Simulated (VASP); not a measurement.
# BN (Cmcm) in VASP: further runs

BN is run at these levels: PBEsol; tasks: single point, relaxation of the atoms.

Program: VASP 6.6.1. These are calculated values, not measurements. Logs are shortened: lines on timing, memory, paths and dates and some standing lists are left out, and cuts for length are marked.

## 1. The cell of the first run

The structure is orthorhombic, space group Cmcm (No. 63). The conventional cell has a = 2.228 Å, b = 4.337 Å, c = 6.260 Å, α = 90.00°, β = 90.00°, γ = 90.00°. Within 1.8 Å of B (site symmetry m2m) lie 3 N at 1.35 to 1.40 Å. Within 1.8 Å of N (site symmetry m2m) lie 3 B at 1.35 to 1.40 Å.

## 2. Single point, PBEsol (normal strain along x -0.1100, normal strain along z -0.1100)

Contents of INCAR:

```
SYSTEM = BN
PREC = Accurate ; ENCUT = 520
EDIFF = 1E-6 ; ISMEAR = 0
SIGMA = 0.05 ; LREAL = .FALSE.
LASPH = .TRUE. ; NELM = 100
ALGO = Normal ; ISIF = 2
LWAVE = .FALSE. ; LCHARG = .FALSE.
GGA = PS ; NBANDS = 16
```

Contents of KPOINTS:

```
Automatic mesh
0
G
  12 12 4
  0 0 0
```

Contents of POSCAR:

```
BN
1.0
    2.2283608255      0.0000000000      0.0000000000
   -1.1141804128      2.1683338019      0.0000000000
    0.0000000000      0.0000000000      6.2603464348
B N
2 2
Direct
    0.3218376151      0.6436752302      0.2500000000
    0.6781623849      0.3563247698      0.7500000000
    0.3558514111      0.7117028222      0.7500000000
    0.6441485889      0.2882971778      0.2500000000
```

Potentials or basis: VASP PAW PBE potentials, release 64 (B, N).

Run with:

```
$ cat potpaw_PBE.64/B/POTCAR potpaw_PBE.64/N/POTCAR > POTCAR
$ mpirun -np 1 vasp_std > vasp.out
```

OUTCAR:

```text
SYSTEM = BN
   PREC = Accurate
   ENCUT = 520
   EDIFF = 1E-6
   ISMEAR = 0
   LREAL = .FALSE.
   LASPH = .TRUE.
   NELM = 100
   ISIF = 2
   GGA = PS

 ion  position               nearest neighbor table
   1  0.322  0.644  0.250-   4 1.35   4 1.35   4 1.40
   2  0.678  0.356  0.750-   3 1.35   3 1.35   3 1.40
   3  0.356  0.712  0.750-   2 1.35   2 1.35   2 1.40
   4  0.644  0.288  0.250-   1 1.35   1 1.35   1 1.40

  LATTYP: Found a base centered orthorhombic cell.
 ALAT       =     2.2283608255
 B/A-ratio  =     1.9461245029
 C/A-ratio  =     2.8093953022

  Lattice vectors:

 A1 = (   1.1141804128,  -2.1683338019,   0.0000000000)
 A2 = (   1.1141804127,   2.1683338019,   0.0000000000)
 A3 = (   0.0000000000,   0.0000000000,   6.2603464348)

Analysis of symmetry for initial positions (statically):
=====================================================================
 Subroutine PRICEL returns:
 Original cell was already a primitive cell.

 Routine SETGRP: Setting up the symmetry group for a
 base centered orthorhombic supercell.

 Subroutine GETGRP returns: Found  8 space group operations
 (whereof  4 operations were pure point group operations)
 out of a pool of  8 trial point group operations.

The static configuration has the point symmetry C_2h.
 The point group associated with its full space group is D_2h.

Analysis of symmetry for dynamics (positions and initial velocities):
=====================================================================
 Subroutine PRICEL returns:
 Original cell was already a primitive cell.

 Routine SETGRP: Setting up the symmetry group for a
 base centered orthorhombic supercell.

 Subroutine GETGRP returns: Found  8 space group operations
 (whereof  4 operations were pure point group operations)
 out of a pool of  8 trial point group operations.

The dynamic configuration has the point symmetry C_2h.
 The point group associated with its full space group is D_2h.

 Subroutine INISYM returns: Found  8 space group operations
 (whereof  4 operations are pure point group operations),
 and found     1 'primitive' translations

----------------------------------------------------------------------------------------

                                     Primitive cell

  volume of cell :      30.2489

  direct lattice vectors                    reciprocal lattice vectors
     2.228360825  0.000000000  0.000000000     0.448760357  0.230591803  0.000000000
    -1.114180413  2.168333802  0.000000000     0.000000000  0.461183605  0.000000000
     0.000000000  0.000000000  6.260346435     0.000000000  0.000000000  0.159735569

  length of vectors
     2.228360825  2.437841149  6.260346435     0.504537846  0.461183605  0.159735569

  position of ions in fractional coordinates (direct lattice)
     0.321837615  0.643675230  0.250000000
     0.678162385  0.356324770  0.750000000
     0.355851411  0.711702822  0.750000000
     0.644148589  0.288297178  0.250000000

  ion indices of the primitive-cell ions
   primitive index   ion index
                 1           1
                 2           2
                 3           3
                 4           4

----------------------------------------------------------------------------------------

 KPOINTS: Automatic mesh

Automatic generation of k-mesh.
 Grid dimensions read from file:
 generate k-points for:   12   12    4

 Generating k-lattice:

  Cartesian coordinates                     Fractional coordinates (reciprocal lattice)
     0.037396696  0.019215984  0.000000000     0.083333333 -0.000000000  0.000000000
     0.000000000  0.038431967  0.000000000     0.000000000  0.083333333  0.000000000
     0.000000000  0.000000000  0.039933892     0.000000000  0.000000000  0.250000000

  Length of vectors
     0.042044820  0.038431967  0.039933892

  Shift w.r.t. Gamma in fractional coordinates (k-lattice)
     0.000000000  0.000000000  0.000000000

 Subroutine IBZKPT returns following result:
 ===========================================

 Found    129 irreducible k-points:

 Following reciprocal coordinates:
            Coordinates               Weight
  0.000000  0.000000  0.000000      1.000000
  0.083333  0.000000  0.000000      4.000000
  0.166667  0.000000  0.000000      4.000000
  0.250000 -0.000000  0.000000      4.000000
  0.333333  0.000000  0.000000      4.000000
  0.416667 -0.000000  0.000000      4.000000
[... 16 lines left out ...]
  0.333333  0.166667  0.000000      4.000000
  0.416667  0.166667  0.000000      4.000000
 [... further k-points ...]
   k-points           NKPTS =    129   k-points in BZ     NKDIM =    129   number of bands    NBANDS=     16
   number of dos      NEDOS =    301   number of ions     NIONS =      4
   total plane-waves  NPLWV =  15552
   dimension x,y,z NGX =    18 NGY =   18 NGZ =   48
   dimension x,y,z NGXF=    36 NGYF=   36 NGZF=   96
   ions per type =               2   2
   NGX,Y,Z   is equivalent  to a cutoff of  13.43, 12.27, 12.75 a.u.
   NGXF,Y,Z  is equivalent  to a cutoff of  26.86, 24.55, 25.49 a.u.
 SYSTEM =  BN
   PREC   = accura    normal or accurate (medium, high low for compatibility)
   ISTART =      0    job   : 0-new  1-cont  2-samecut
   ICHARG =      2    charge: 1-file 2-atom 10-const
   ISPIN  =      1    spin polarized calculation?
   LNONCOLLINEAR =      F non collinear calculations
   LSORBIT =      F    spin-orbit coupling
   LASPH  =      T    aspherical Exc in radial PAW
   ENCUT  =  520.0 eV  38.22 Ry    6.18 a.u.   4.14  4.53 11.64*2*pi/ulx,y,z
   NELM   =    100;   NELMIN=  2; NELMDL= -5     # of ELM steps
   EDIFF  = 0.1E-05   stopping-criterion for ELM
   LREAL  =      F    real-space projection
   EDIFFG = 0.1E-04   stopping-criterion for IOM
   NSW    =      0    number of steps for IOM
   IBRION =     -1    ionic relax: 0-MD 1-quasi-New 2-CG
   NFREE  =      0    steps in history (QN), initial steepest desc. (CG)
   ISIF   =      2    stress and relaxation
   ISYM   =      2    0-nonsym 1-usesym 2-fastsym
   POTIM  = 0.5000    time-step for ionic-motion
   TEBEG  =    0.0;   TEEND  =   0.0 temperature during run
   PSTRESS=    0.0 pullay stress
   NELECT =      16.0000    total number of electrons
   NUPDOWN=      -1.0000    fix difference up-down
   EMIN   =  10.00;   EMAX   =-10.00  energy-range for DOS
   EFERMI =   0.00;   METHOD = LEGACY
   ISMEAR =     0;   SIGMA  =   0.05  broadening in eV -4-tet -1-fermi 0-gaus
   EFERMI_NEDOS =   21; number of points for ismear=-14 and -15
   IALGO  =     38    algorithm
   IMIX   =      4    mixing-type and parameters
     AMIX     =   0.40;   BMIX     =  1.00
     AMIX_MAG =   1.60;   BMIX_MAG =  1.00
  volume/ion in A,a.u.               =       7.56        51.03
  Fermi-wavevector in a.u.,A,eV,Ry     =   1.323970  2.501941 23.849606  1.752897
  Thomas-Fermi vector in A             =   2.453539
   LORBIT       =      0    0 simple, 1 ext, 2 COOP (PROOUT), +10 PAW based schemes
   GGA     = PS    functional components
   LHFCALC =     F    Hartree Fock is set to
   AEXX    =    0.0000 exact exchange contribution
   IVDW    =     0    specifies the selected vdW correction
   LEPSILON=     F    determine dielectric tensor
   LRPA    =     F    only Hartree local field effects (RPA)
 non-spin polarized calculation
 Gauss-broadening in eV      SIGMA  =   0.05
  energy-cutoff  :      520.00
  volume of cell :       30.25
 maximum number of plane-waves:       830
 NGX is ok and might be reduce to    18
   NGX =  9   NGY =  9   NGZ = 23

 number of electron      15.9999999 magnetization

 Free energy of the ion-electron system (eV)
  ---------------------------------------------------
  ext. energy  EPLUGINS =         0.00000000
  ---------------------------------------------------
  free energy    TOTEN  =       -35.06782456 eV

  energy without entropy =      -35.06782456  energy(sigma->0) =      -35.06782456

 E-fermi :   4.0478     XC(G=0): -11.0888

 val. band max:        3.7968116387   @ k =   0.4167   0.2500   0.0000
 cond. band min:       7.2864186695   @ k =   0.0000   0.5000   0.0000
 fundamental gap:      3.4896070309
 Fermi energy:         4.0478276361

 k-point     1 :       0.0000    0.0000    0.0000
  band No.  band energies     occupation
      1     -15.4111      2.00000
      2     -14.9668      2.00000
      3      -3.9912      2.00000
      4      -1.2594      2.00000
      5       1.3206      2.00000
      6       1.3881      2.00000
[... 8 lines left out ...]
     15      18.4314      0.00000
     16      20.3490      0.00000

 k-point     2 :       0.0833    0.0000    0.0000
  band No.  band energies     occupation
      1     -15.2426      2.00000
      2     -14.8053      2.00000
      3      -3.7606      2.00000
      4      -1.0512      2.00000
      5       1.0386      2.00000
      6       1.1057      2.00000
[... 8 lines left out ...]
     15      17.8802      0.00000
     16      20.8860      0.00000

 k-point     3 :       0.1667    0.0000    0.0000
  band No.  band energies     occupation
      1     -14.7436      2.00000
      2     -14.3270      2.00000
      3      -3.0757      2.00000
      4      -0.4378      2.00000
      5       0.2815      2.00000
      6       0.3449      2.00000
[... 8 lines left out ...]
     15      18.9415      0.00000
     16      21.1454      0.00000

 k-point     4 :       0.2500   -0.0000    0.0000
  band No.  band energies     occupation
      1     -13.9372      2.00000
      2     -13.5563      2.00000
      3      -1.9626      2.00000
      4      -1.1650      2.00000
      5      -1.0893      2.00000
      6      -0.0832      2.00000
[... 8 lines left out ...]
     15      20.4484      0.00000
     16      21.2022      0.00000
[... 324 lines left out ...]
 k-point    22 :       0.2500    0.1667    0.0000
  band No.  band energies     occupation
      1     -12.7696      2.00000
      2     -12.4651      2.00000
      3      -3.4862      2.00000
      4      -3.4525      2.00000
      5      -1.5854      2.00000
      6      -1.5160      2.00000
[... 8 lines left out ...]
     15      22.2318      0.00000
     16      23.8901      0.00000

 k-point    23 :       0.3333    0.1667    0.0000
  band No.  band energies     occupation
      1     -11.6891      2.00000
      2     -11.4708      2.00000
      3      -4.7157      2.00000
      4      -4.6215      2.00000
      5      -2.5703      2.00000
      6      -2.5123      2.00000
[... 8 lines left out ...]
     15      21.0798      0.00000
     16      22.7596      0.00000

 k-point    24 :       0.4167    0.1667    0.0000
  band No.  band energies     occupation
      1     -10.9285      2.00000
      2     -10.8397      2.00000
      3      -5.6542      2.00000
      4      -5.5373      2.00000
      5      -2.7417      2.00000
      6      -2.6574      2.00000
[... 8 lines left out ...]
     15      19.3552      0.00000
     16      22.2549      0.00000

 [... further k-points ...]

------------------------ aborting loop because EDIFF is reached ----------------------------------------

  FORCE on cell =-STRESS in cart. coord.  units (eV):
  Direction    XX          YY          ZZ          XY          YZ          ZX
  --------------------------------------------------------------------------------------
  -------------------------------------------------------------------------------------
  Total       25.8513047      6.8707620      0.5930827     -0.0000000      0.0000000      0.0000000
  in kB     1369.2508743    363.9196150     31.4134649     -0.0000000      0.0000000      0.0000000
  external PRESSURE =     588.1946514 kB  Pullay stress =       0.0000000 kB

 VOLUME and BASIS-vectors are now :
 -----------------------------------------------------------------------------
  energy-cutoff  :      520.00
  volume of cell :       30.25
      direct lattice vectors                 reciprocal lattice vectors
     2.228360825  0.000000000  0.000000000     0.448760357  0.230591803  0.000000000
    -1.114180413  2.168333802  0.000000000     0.000000000  0.461183605  0.000000000
     0.000000000  0.000000000  6.260346435     0.000000000  0.000000000  0.159735569

 POSITION                                       TOTAL-FORCE (eV/Angst)
 -----------------------------------------------------------------------------------
     -0.00000      1.39570      1.56509        -0.000000      0.027167     -0.000000
      1.11418      0.77263      4.69526         0.000000     -0.027167      0.000000
     -0.00000      1.54321      4.69526        -0.000000      0.027222      0.000000
      1.11418      0.62512      1.56509         0.000000     -0.027222      0.000000
 -----------------------------------------------------------------------------------
    total drift:                                0.000000     -0.000000      0.000000

  FREE ENERGIE OF THE ION-ELECTRON SYSTEM (eV)
  ---------------------------------------------------
  free  energy   TOTEN  =       -35.0678245562 eV

  energy  without entropy=      -35.0678245562  energy(sigma->0) =      -35.06782456
```

It took 69 s on 1 thread of Intel Xeon 8259CL, shared host; peak memory 0.18 GiB.

What came out:

```
Free energy            : -35.0678 eV
Pressure               : 58.8 GPa
Largest force          : 0.027 eV/Å
Band gap on the k mesh : 3.49 eV (least direct gap 4.70 eV)
```

Forces on the atoms (eV/Å):
```
B    0.000  0.027  0.000
B    0.000 -0.027  0.000
N    0.000  0.027  0.000
N    0.000 -0.027  0.000
```

Stress tensor (GPa, compression positive):
```
136.93   0.00   0.00
  0.00  36.39   0.00
  0.00   0.00   3.14
```

Caveat: the cell differs from its parent crystal (normal strain along x -0.1100, normal strain along z -0.1100); the stress differs along the axes, from 3 to 137 GPa; the PAW data sets were made with another functional, which shifts forces and pressure a little. A k mesh can miss the band edges.

## 3. Relaxation of the atoms, PBEsol (normal strain along x -0.1100, normal strain along z -0.1100)

Contents of INCAR:

```
SYSTEM = BN
ALGO = Normal ; EDIFF = 1E-6
EDIFFG = -0.01 ; ENCUT = 520
GGA = PS ; IBRION = 2
ISIF = 2 ; ISMEAR = 0
LASPH = .TRUE. ; LCHARG = .FALSE.
LREAL = .FALSE. ; LWAVE = .FALSE.
NELM = 100 ; NSW = 50
PREC = Accurate ; SIGMA = 0.05
```

Contents of KPOINTS:

```
k-points
0
G
  12 12 4
  0 0 0
```

Contents of POSCAR:

```
BN
1.0
    2.2283608255      0.0000000000      0.0000000000
   -1.1141804128      2.1683338019      0.0000000000
    0.0000000000      0.0000000000      6.2603464348
B N
2 2
Direct
    0.3333333333      0.6666666667      0.2500000000
    0.6666666667      0.3333333333      0.7500000000
    0.3333333333      0.6666666667      0.7500000000
    0.6666666667      0.3333333333      0.2500000000
```

Potentials or basis: VASP PAW PBE potentials, release 64 (B, N).

Run with:

```
$ cat potpaw_PBE.64/B/POTCAR potpaw_PBE.64/N/POTCAR > POTCAR
$ mpirun -np 1 vasp_std > vasp.out
```

Run time: 7.4 min. Hardware: 1 thread of Intel Xeon 8259CL, shared host; peak memory 0.17 GiB.

The run converged. Its results:

| Item | Value |
| --- | --- |
| Free energy | -35.0678 eV |
| Pressure after relaxing | 58.8 GPa |
| Largest force after relaxing | 0.006 eV/Å |
| Band gap on the k mesh | 3.51 eV (least direct gap 4.68 eV) |

Forces on the atoms (eV/Å):
```
B    0.000 -0.002  0.000
B    0.000  0.002  0.000
N    0.000 -0.006  0.000
N    0.000  0.006  0.000
```

Stress tensor (GPa, compression positive):
```
136.75   0.00   0.00
  0.00  36.50   0.00
  0.00   0.00   3.14
```

Final structure:
```
B N
1.0
     2.22836    0.00000    0.00000
    -1.11418    2.16833    0.00000
     0.00000    0.00000    6.26035
B N
2 2
Direct
  0.31995 0.63991 0.25000
  0.68005 0.36009 0.75000
  0.35784 0.71568 0.75000
  0.64216 0.28432 0.25000
```

Levels at points of the mesh, in eV from the valence-band top:
```
           k point  band 5  band 6  band 7  band 8  band 9  band 10  band 11  band 12
(0.00, 0.00, 0.00)   -2.49   -2.42   -0.05   -0.01    4.99    11.02    11.18    11.77
(0.50, 0.00, 0.00)   -5.38   -5.29   -1.73   -0.36    4.32     6.35     9.91    10.17
(0.00, 0.50, 0.00)   -2.76   -2.69   -2.65   -1.50    3.52     5.01    11.16    12.41
(0.00, 0.00, 0.50)   -2.46   -2.46   -0.03   -0.03    7.89     7.89    11.55    11.55
(0.50, 0.00, 0.50)   -5.34   -5.34   -1.03   -1.03    5.03     5.03    10.21    10.21
(0.00, 0.50, 0.50)   -2.73   -2.73   -1.99   -1.99    3.83     3.83    13.31    13.31
```

Caveat: the cell differs from its parent crystal (normal strain along x -0.1100, normal strain along z -0.1100); the PAW data sets were made with another functional, which shifts forces and pressure a little. A k mesh can miss the band edges.
